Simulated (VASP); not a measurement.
# MgSn5: single point with LDA

MgSn5:

```xyz
6
Lattice="5.6689 0.0000 0.0000 -2.8345 4.9095 0.0000 0.0000 0.0000 5.6359" Properties=species:S:1:pos:R:3 pbc="T T T"
Mg    0.0000    0.0000    2.8179
Sn    3.7982    0.0000    0.0000
Sn    0.9354    1.6201    0.0000
Sn   -1.8991    3.2894    0.0000
Sn    2.8345    1.6365    2.8179
Sn    0.0000    3.2730    2.8179
```

```
Program             : VASP 6.6.1
Task                : single point
Functional          : LDA
Potentials or basis : VASP PAW LDA potentials, release 64 (Mg, Sn_d)
Cutoff              : 520 eV
k mesh              : 5 × 5 × 4
Occupations         : methfessel-paxton, width 0.1 eV
Spin                : no spin polarisation
```

- Pressure: -2.7 GPa
- Largest force: 0.039 eV/Å
- Band gap on the k mesh: zero (band 36 reaches 8.50 eV, above the bottom of band 37 at 5.76 eV)

Forces on the atoms (eV/Å):
```
Mg   0.000  0.000  0.000
Sn   0.039  0.000  0.000
Sn  -0.020 -0.034  0.000
Sn  -0.020  0.034  0.000
Sn   0.000  0.000  0.000
Sn   0.000  0.000  0.000
```

Stress tensor (GPa, compression positive):
```
-1.52  0.00  0.00
 0.00 -1.52  0.00
 0.00  0.00 -5.14
```

Levels at points of the mesh, in eV from the Fermi level:
```
           k point  band 35  band 36  band 37  band 38  band 39  band 40
(0.00, 0.00, 0.00)    -0.34    -0.10    -0.10     1.07     1.11     1.11
(0.00, 0.00, 0.50)    -1.82    -1.82    -1.03    -0.82    -0.82     1.10
```

Wall time 64 s on 1 thread of Intel(R) Xeon(R) Platinum 8488C (Sapphire Rapids), with other jobs on the host, peak memory 0.26 GiB.

Caveat: spin-orbit coupling is left out, which moves the levels of the heavy elements.
